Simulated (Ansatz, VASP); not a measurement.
W in VASP and in Ansatz

```
W
1.0
     0.00000    2.00027    2.00027
     2.00027    0.00000    2.00027
     2.00027    2.00027    0.00000
W
1
Cartesian
  0.0000 0.0000 0.0000
```

Alike in both runs: task single point; functional RPBE; k mesh 15 × 15 × 15; occupations fermi-dirac, width 0.1 eV; no spin polarisation.

```csv
,VASP,Ansatz
version,VASP 6.6.1,Ansatz 0.2.0
potentials or method,"VASP PAW PBE potentials, release 64 (W_sv), cutoff 520 eV","plane waves (420 eV) with PAW, scalar-relativistic"
valence electrons in the cell,14,14
```

Ansatz gave:

| Quantity | Value |
| --- | --- |
| pressure (GPa) | 11.8 |

Q: What did VASP give for the same quantities?

A: Pressure (GPa): 12.4.

VASP's potentials were made for PBE, not for RPBE.

Neither program's run includes spin-orbit coupling.
